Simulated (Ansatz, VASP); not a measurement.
## SiC: VASP beside Ansatz

```
CELL_PARAMETERS angstrom
-0.10394 2.12329 2.12329
2.12329 -0.10394 2.12329
2.12329 2.12329 -0.10394
ATOMIC_POSITIONS crystal
Si 0.00000 0.00000 0.00000
C 0.75000 0.75000 0.75000
```

Alike in both runs: task single point; functional LDA; k mesh 12 × 12 × 12; occupations gaussian, width 0.05 eV; no spin polarisation.

|  | VASP | Ansatz |
| --- | --- | --- |
| version | VASP 6.6.1 | Ansatz 0.2.0 |
| potentials or method | VASP PAW LDA potentials, release 64 (Si, C), cutoff 520 eV | scalar-relativistic, plane waves, PAW |
| valence electrons in the cell | 8 | 8 |

Ansatz gave:

| Item | Value |
| --- | --- |
| gap on the k mesh at the Fermi level (eV) | 1.01 |
| least direct gap on the mesh (eV) | 4.00 |
| pressure (GPa) | -1.2 |
| traceless stress, the component that is largest in VASP (GPa) | 13.96 |
| rms of the force components (eV/Å) | 0.555 |

Q: What did VASP give for the same quantities?

A: gap on the k mesh at the Fermi level (eV): 0.99; least direct gap on the mesh (eV): 3.98; pressure (GPa): -0.8; traceless stress, the component that is largest in VASP (GPa): 14.04; rms of the force components (eV/Å): 0.557.

LDA's correlation is that of Perdew and Zunger in VASP and of Perdew and Wang (1992) in Ansatz. Atom by atom the forces differ by 0.003 eV/Å (rms over components).
